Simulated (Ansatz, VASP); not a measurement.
## Two plane-wave programs on K

The input INCAR:

```
PREC = Accurate ; ENCUT = 520
EDIFF = 1E-6 ; ISMEAR = -1
SIGMA = 0.1 ; LREAL = False
LASPH = True ; NELM = 60
ALGO = Normal ; ISIF = 2
LWAVE = False ; LCHARG = True
GGA = RP ; LELF = True
LVHAR = True ; NBANDS = 10
```

The input KPOINTS:

```
regular mesh
0
Gamma
  8 8 8
```

POSCAR

```
K
1.0
    4.2376153663      0.0000000000      0.0000000000
    0.0000000000      4.2376153663      0.0000000000
    0.0000000000      0.0000000000      4.2376153663
K
1
Direct
    0.0000000000      0.0000000000      0.0000000000
```

Input for Ansatz:

```yaml
crystal:
  lattice:
    - [4.2376153663, 0.0, 0.0]
    - [0.0, 4.2376153663, 0.0]
    - [0.0, 0.0, 4.2376153663]
  atoms:
    - { symbol: K, position: [0.0, 0.0, 0.0] }
hamiltonian:
  xc: rpbe
  pseudopotentials:
    kind: paw
    azcp:
      K: "pseudopotentials/K.paw.azcp"
basis:
  ecutwfc: 420
  fft_grid_basis: typed
kpoints:
  mp_grid: { grid: [8, 8, 8], shift: [0, 0, 0] }
magnetization:
  spin_polarized: false
scf:
  occupations: { method: fermi_dirac, width: 0.1 }
  lower_state_search: "off"
output:
  stress: true
```

Alike in both runs: task single point; functional RPBE; k mesh 8 × 8 × 8; occupations fermi-dirac, width 0.1 eV; no spin polarisation.

|  | VASP | Ansatz |
| --- | --- | --- |
| version | VASP 6.6.1 | Ansatz 0.2.0 |
| potentials or method | VASP PAW PBE potentials, release 64 (K_sv), cutoff 520 eV | plane waves (420 eV) with PAW, scalar-relativistic |
| valence electrons in the cell | 9 | 9 |

|  | VASP | Ansatz | Ansatz less VASP |
| --- | --- | --- | --- |
| pressure (GPa) | 0.4 | 0.4 | +0.01 |

VASP's potentials were made for PBE, not for RPBE.
